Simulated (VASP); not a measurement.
# Be16H (a cell with a defect) in VASP: single point with PBEsol

Aim: the single point of Be16H (a cell with a defect) with PBEsol.

All numbers are computed with VASP 6.6.1; they aren't measurements. Logs are shortened: lines on timing, memory, paths and dates and some standing lists are left out, and cuts for length are marked.

### Step 1. The cell of the first run

The cell holds a defect, 17 atoms: a = 4.580 Å, b = 3.966 Å, c = 7.177 Å, α = 90.00°, β = 90.00°, γ = 90.00°.

### Step 2. Single point, PBEsol

The input, INCAR:

```
  PREC = Accurate
  ENCUT = 520
  EDIFF = 1E-7
  ISMEAR = -1
  SIGMA = 0.15
  LREAL = Auto
  LASPH = T
  NELM = 60
  ALGO = Normal
  ISIF = 2
  LWAVE = F
  LCHARG = T
  GGA = PS
  LELF = T
  LVHAR = T
  NBANDS = 30
```

The input, KPOINTS:

```
regular mesh
0
Gamma
  4 4 3
```

The input, POSCAR:

```
Be16H
1.0
   -2.2900000000     -3.9663960000      0.0000000000
    3.4350000000     -1.9831980000      0.0000000000
    0.0000000000      0.0000000000      7.1768600000
Be H
16 1
Direct
    0.7519630013      0.4993933837      0.0018271222
    0.5033175846      0.3376521889      0.2512954133
    0.7838294545      0.5262111938      0.4743410071
    0.4720761262      0.3114117406      0.7786410770
    0.4993750928     -0.0094914228      0.0072924649
    0.2524510460      0.8316104499      0.2536242869
    0.5042124104      0.0016624221      0.5012502682
    0.2445589405      0.8303898031      0.7540878602
    0.2447358272      0.5060285427      0.0069487213
    0.0103975157      0.3308970337      0.2458839938
    0.2558836846      0.5023547708      0.5026737320
   -0.0007174767      0.3344617113      0.7502545682
    0.0025455878      0.0053218038     -0.0009211549
    0.7556771032      0.8464895389      0.2454119211
    0.0107050094      0.0069456977      0.4985796017
    0.7509217706      0.8346805981      0.7514640107
    0.6283374410      0.4164823115      0.6262673370
```

Potentials or basis: VASP PAW PBE potentials, release 64 (Be, H).

The run is started by

```console
> cat potpaw_PBE.64/Be/POTCAR potpaw_PBE.64/H/POTCAR > POTCAR
> mpirun -np 1 vasp_std > vasp.out
```

OUTCAR:

```text
PREC = Accurate
   ENCUT = 520
   EDIFF = 1E-7
   ISMEAR = -1
   LREAL = Auto
   LASPH = T
   NELM = 60
   ISIF = 2
   GGA = PS

 ion  position               nearest neighbor table
   1  0.752  0.499  0.002-   4 2.18   2 2.22  10 2.22  14 2.23  12 2.23  16 2.24   9 2.26   5 2.27
                            13 2.27  13 2.31   9 2.32   5 2.33
   2  0.503  0.338  0.251-   3 2.18   1 2.22   9 2.22   5 2.23  11 2.23   7 2.23  10 2.26  14 2.27
                             6 2.27   6 2.31  10 2.32  14 2.33
   3  0.784  0.526  0.474-  17 1.37  14 2.08  10 2.09  11 2.17  15 2.18   2 2.18   7 2.29  15 2.31
                            12 2.34  16 2.34
   4  0.472  0.311  0.779-  17 1.37   5 2.08   9 2.09  12 2.18   8 2.18   1 2.18  16 2.29   8 2.31
                            11 2.34   7 2.34
   5  0.499  0.991  0.007-   4 2.08  14 2.15   6 2.19   2 2.23   9 2.25   8 2.25  16 2.25   1 2.27
                            13 2.28  13 2.31   1 2.33   9 2.35
   6  0.252  0.832  0.254-  15 2.19   5 2.19   9 2.19  11 2.21   7 2.22  13 2.26  10 2.27   2 2.27
                            10 2.28  14 2.28  14 2.31   2 2.31
   7  0.504  0.002  0.501-  16 2.22   6 2.22   2 2.23  14 2.25  15 2.26   8 2.27  11 2.28   3 2.29
                            11 2.29  15 2.32   4 2.34
   8  0.245  0.830  0.754-   4 2.18  13 2.19   9 2.22  11 2.23  15 2.24   5 2.25  16 2.26  12 2.27
                             7 2.27  12 2.29   4 2.31  16 2.32
   9  0.245  0.506  0.007-   4 2.09  10 2.14   6 2.19   2 2.22   8 2.22   5 2.25   1 2.26  12 2.26
                            13 2.27  13 2.28   1 2.32   5 2.35
  10  0.010  0.331  0.246-   3 2.09   9 2.14  13 2.19   1 2.22  15 2.22  14 2.25   2 2.26  11 2.26
                             6 2.27   6 2.28   2 2.32  14 2.35
  11  0.256  0.502  0.503-   3 2.17   6 2.21   8 2.23   2 2.23  12 2.23  15 2.26  10 2.26   7 2.28
                             7 2.29  15 2.30   4 2.34
  12  0.999  0.334  0.750-   4 2.18  13 2.21  15 2.23   1 2.23  11 2.23   9 2.26   8 2.27  16 2.29
                            16 2.29   8 2.29   3 2.34
  13  0.003  0.005  0.999-  14 2.19   8 2.19  10 2.19  12 2.21  16 2.22   6 2.26   9 2.27   1 2.27
                             9 2.28   5 2.28   5 2.31   1 2.31
  14  0.756  0.846  0.245-   3 2.08   5 2.15  13 2.19   1 2.23  10 2.25  15 2.25   7 2.25   2 2.27
                             6 2.28   6 2.31   2 2.33  10 2.35
  15  0.011  0.007  0.499-   3 2.18   6 2.19  10 2.22  12 2.23   8 2.24  14 2.25   7 2.26  11 2.26
                            16 2.28  11 2.30   3 2.31   7 2.32
  16  0.751  0.835  0.751-   7 2.22  13 2.22   1 2.24   5 2.25   8 2.26  15 2.28  12 2.29  12 2.29
                             4 2.29   8 2.32   3 2.34
  17  0.628  0.416  0.626-   4 1.37   3 1.37

  LATTYP: Found a simple orthorhombic cell.
 ALAT       =     3.9663962620
 B/A-ratio  =     1.1547004875
 C/A-ratio  =     1.8094157835

  Lattice vectors:

 A1 = (  -3.4350000000,   1.9831980000,   0.0000000000)
 A2 = (  -2.2900000000,  -3.9663960000,   0.0000000000)
 A3 = (   0.0000000000,   0.0000000000,   7.1768600000)

Analysis of symmetry for initial positions (statically):
=====================================================================
 Subroutine PRICEL returns:
 Original cell was already a primitive cell.

 Routine SETGRP: Setting up the symmetry group for a
 simple orthorhombic supercell.

 Subroutine GETGRP returns: Found  1 space group operations
 (whereof  1 operations were pure point group operations)
 out of a pool of  8 trial point group operations.

The static configuration has the point symmetry C_1 .

Analysis of symmetry for dynamics (positions and initial velocities):
=====================================================================
 Subroutine PRICEL returns:
 Original cell was already a primitive cell.

 Routine SETGRP: Setting up the symmetry group for a
 simple orthorhombic supercell.

 Subroutine GETGRP returns: Found  1 space group operations
 (whereof  1 operations were pure point group operations)
 out of a pool of  8 trial point group operations.

The dynamic configuration has the point symmetry C_1 .

 Subroutine INISYM returns: Found  1 space group operations
 (whereof  1 operations are pure point group operations),
 and found     1 'primitive' translations

----------------------------------------------------------------------------------------

                                     Primitive cell

  volume of cell :     130.3755

  direct lattice vectors                    reciprocal lattice vectors
    -2.290000000 -3.966396000  0.000000000    -0.109170306 -0.189088533  0.000000000
     3.435000000 -1.983198000  0.000000000     0.218340611 -0.126059022  0.000000000
     0.000000000  0.000000000  7.176860000     0.000000000  0.000000000  0.139336702
[... 55 lines left out ...]
     0.054585153 -0.031514755  0.000000000     0.000000000  0.250000000  0.000000000
     0.000000000  0.000000000  0.046445567     0.000000000  0.000000000  0.333333333

  Length of vectors
     0.054585156  0.063029507  0.046445567

  Shift w.r.t. Gamma in fractional coordinates (k-lattice)
     0.000000000  0.000000000  0.000000000

 Subroutine IBZKPT returns following result:
 ===========================================

 Found     26 irreducible k-points:

 Following reciprocal coordinates:
            Coordinates               Weight
  0.000000  0.000000  0.000000      1.000000
  0.250000  0.000000  0.000000      2.000000
  0.500000  0.000000  0.000000      1.000000
  0.000000  0.250000  0.000000      2.000000
  0.250000  0.250000  0.000000      2.000000
 -0.250000  0.250000  0.000000      2.000000
[... 16 lines left out ...]
  0.000000  0.500000  0.333333      2.000000
  0.250000  0.500000  0.333333      2.000000
 [... further k-points ...]
   k-points           NKPTS =     26   k-points in BZ     NKDIM =     26   number of bands    NBANDS=     30
   number of dos      NEDOS =    301   number of ions     NIONS =     17
   total plane-waves  NPLWV =  58320
   dimension x,y,z NGX =    36 NGY =   30 NGZ =   54
   dimension x,y,z NGXF=    72 NGYF=   60 NGZF=  108
   ions per type =              16   1
   NGX,Y,Z   is equivalent  to a cutoff of  13.07, 12.57, 12.51 a.u.
   NGXF,Y,Z  is equivalent  to a cutoff of  26.13, 25.15, 25.02 a.u.
 SYSTEM =  unknown system
   PREC   = accura    normal or accurate (medium, high low for compatibility)
   ISTART =      0    job   : 0-new  1-cont  2-samecut
   ICHARG =      2    charge: 1-file 2-atom 10-const
   ISPIN  =      1    spin polarized calculation?
   LNONCOLLINEAR =      F non collinear calculations
   LSORBIT =      F    spin-orbit coupling
   LASPH  =      T    aspherical Exc in radial PAW
   ENCUT  =  520.0 eV  38.22 Ry    6.18 a.u.   8.52  7.37 13.34*2*pi/ulx,y,z
   NELM   =     60;   NELMIN=  2; NELMDL= -5     # of ELM steps
   EDIFF  = 0.1E-06   stopping-criterion for ELM
   LREAL  =      T    real-space projection
   EDIFFG = 0.1E-05   stopping-criterion for IOM
   NSW    =      0    number of steps for IOM
   IBRION =     -1    ionic relax: 0-MD 1-quasi-New 2-CG
   NFREE  =      0    steps in history (QN), initial steepest desc. (CG)
   ISIF   =      2    stress and relaxation
   ISYM   =      2    0-nonsym 1-usesym 2-fastsym
   POTIM  = 0.5000    time-step for ionic-motion
   TEBEG  =    0.0;   TEEND  =   0.0 temperature during run
   PSTRESS=    0.0 pullay stress
   NELECT =      33.0000    total number of electrons
   NUPDOWN=      -1.0000    fix difference up-down
   EMIN   =  10.00;   EMAX   =-10.00  energy-range for DOS
   EFERMI =   0.00;   METHOD = LEGACY
   ISMEAR =    -1;   SIGMA  =   0.15  broadening in eV -4-tet -1-fermi 0-gaus
   EFERMI_NEDOS =   21; number of points for ismear=-14 and -15
   IALGO  =     38    algorithm
   IMIX   =      4    mixing-type and parameters
     AMIX     =   0.40;   BMIX     =  1.00
     AMIX_MAG =   1.60;   BMIX_MAG =  1.00
  volume/ion in A,a.u.               =       7.67        51.75
  Fermi-wavevector in a.u.,A,eV,Ry     =   1.035573  1.956950 14.591049  1.072412
  Thomas-Fermi vector in A             =   2.169923
   LORBIT       =      0    0 simple, 1 ext, 2 COOP (PROOUT), +10 PAW based schemes
   GGA     = PS    functional components
   LHFCALC =     F    Hartree Fock is set to
   AEXX    =    0.0000 exact exchange contribution
   IVDW    =     0    specifies the selected vdW correction
   LEPSILON=     F    determine dielectric tensor
   LRPA    =     F    only Hartree local field effects (RPA)
 non-spin polarized calculation
  energy-cutoff  :      520.00
  volume of cell :      130.38
 maximum number of plane-waves:      3529
 NGX is ok and might be reduce to    36
   NGX = 17   NGY = 15   NGZ = 27

 number of electron      33.0000000 magnetization

 Free energy of the ion-electron system (eV)
  ---------------------------------------------------
  ext. energy  EPLUGINS =         0.00000000
  ---------------------------------------------------
  free energy    TOTEN  =       -64.96024364 eV

  energy without entropy =      -64.77671370  energy(sigma->0) =      -64.86847867

 E-fermi :   7.3620     XC(G=0): -10.5860

 val. band max:        7.3205852731   @ k =   0.2500   0.0000   0.0000
 cond. band min:       7.4064892800   @ k =   0.0000   0.5000   0.0000
 fundamental gap:      0.0859040069
 Fermi energy:         7.3620318644

 k-point     1 :       0.0000    0.0000    0.0000
  band No.  band energies     occupation
      1      -4.9313      2.00000
      2      -2.9525      2.00000
      3      -2.2401      2.00000
      4       0.0278      2.00000
      5       0.9734      2.00000
      6       1.7848      2.00000
[... 733 lines left out ...]
     27      13.1570      0.00000
     28      13.2805      0.00000

 [... further k-points ...]

 [bands above 28 left out]

------------------------ aborting loop because EDIFF is reached ----------------------------------------

  FORCE on cell =-STRESS in cart. coord.  units (eV):
  Direction    XX          YY          ZZ          XY          YZ          ZX
  --------------------------------------------------------------------------------------
  -------------------------------------------------------------------------------------
  Total        0.6050254     -1.1902659      2.6799343     -0.6289687      1.9497090     -0.1728191
  in kB        7.4351233    -14.6271108     32.9335623     -7.7293604     23.9598641     -2.1237646
  external PRESSURE =       8.5805249 kB  Pullay stress =       0.0000000 kB

 VOLUME and BASIS-vectors are now :
 -----------------------------------------------------------------------------
  energy-cutoff  :      520.00
  volume of cell :      130.38
      direct lattice vectors                 reciprocal lattice vectors
    -2.290000000 -3.966396000  0.000000000    -0.109170306 -0.189088533  0.000000000
     3.435000000 -1.983198000  0.000000000     0.218340611 -0.126059022  0.000000000
     0.000000000  0.000000000  7.176860000     0.000000000  0.000000000  0.139336702

 POSITION                                       TOTAL-FORCE (eV/Angst)
 -----------------------------------------------------------------------------------
     -0.00658     -3.97298      0.01311         0.000309      0.001633     -0.001938
      0.00724     -2.66599      1.80351         0.000787      0.001168     -0.008366
      0.01257     -4.15256      3.40428         0.009618     -0.006403     -0.003438
     -0.01136     -2.49003      5.58820         0.007072      0.022773      0.009509
      2.25883     -3.94509      0.05234         0.000936     -0.002154      0.001578
      2.27847     -2.65057      1.82023        -0.000973      0.001558      0.001500
[... 9 lines left out ...]
      1.14752     -4.63379      5.39315         0.003462     -0.002294      0.000416
     -0.00828     -3.31820      4.49463        -0.016720      0.000634     -0.010349
 -----------------------------------------------------------------------------------
    total drift:                                0.000272      0.000962     -0.000463

  FREE ENERGIE OF THE ION-ELECTRON SYSTEM (eV)
  ---------------------------------------------------
  free  energy   TOTEN  =       -64.9602436434 eV

  energy  without entropy=      -64.7767137008  energy(sigma->0) =      -64.86847867
```

Run time: 2.7 min. Hardware: 1 thread of Intel Xeon 6975P-C (Granite Rapids), shared host; peak memory 0.25 GiB.

Results:

| Quantity | Value |
| --- | --- |
| Free energy | -64.9602 eV |
| Pressure | 0.9 GPa |
| Largest force | 0.026 eV/Å |
| Band gap on the k mesh | zero (an odd number of electrons rules out a gap without spin polarisation) |

Forces on the atoms (eV/Å):
```
Be   0.000  0.002 -0.002
Be   0.001  0.001 -0.008
Be   0.010 -0.006 -0.003
Be   0.007  0.023  0.010
Be   0.001 -0.002  0.002
Be  -0.001  0.002  0.002
Be   0.003 -0.006  0.007
Be  -0.009  0.002  0.000
Be   0.001 -0.005  0.001
Be  -0.001  0.001  0.001
Be  -0.006 -0.006  0.004
Be   0.009  0.001 -0.006
Be  -0.002 -0.003  0.000
Be   0.000 -0.001  0.003
Be  -0.001  0.000  0.001
Be   0.003 -0.002  0.000
H   -0.017  0.001 -0.010
```

Caveat: the k points lie up to 0.40 Å⁻¹ apart, too coarse for converged energies and pressures of a metal; the PAW data sets were made with another functional, which shifts forces and pressure a little.

The gap in the log of VASP goes by the Fermi energy; the results here count the filled bands.